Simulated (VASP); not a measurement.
A run of VASP 6.6.1 is set up as follows.

File INCAR:

```
SYSTEM = Mo
PREC = Accurate
ENCUT = 600
EDIFF = 1E-7
ISMEAR = -1
SIGMA = 0.08
LREAL = .False.
LASPH = .True.
NELM = 100
ALGO = Normal
ISIF = 4
LWAVE = .False.
LCHARG = .False.
GGA = PE
IBRION = 2
NSW = 50
EDIFFG = -0.005
```

File KPOINTS:

```
regular mesh
0
Gamma
  18 18 16
  0 0 0
```

The input POSCAR:

```
Mo
1.0
    2.4013068393      0.0000000000      0.0000000000
   -1.2006534196      2.0795927251      0.0000000000
    0.0000000000      0.0000000000      2.1864882498
Mo
1
Direct
    0.0000000000      0.0000000000      0.0000000000
```

Potentials or basis: VASP PAW PBE potentials, release 64 (Mo_sv).

Command:

```sh
$ cat potpaw_PBE.64/Mo_sv/POTCAR > POTCAR
$ mpirun -np 1 vasp_std > vasp.out
```

(1) What does it give for the band gap on the k mesh?

Results:

(1) zero (bands 7 and 8 overlap by 3.79 eV).
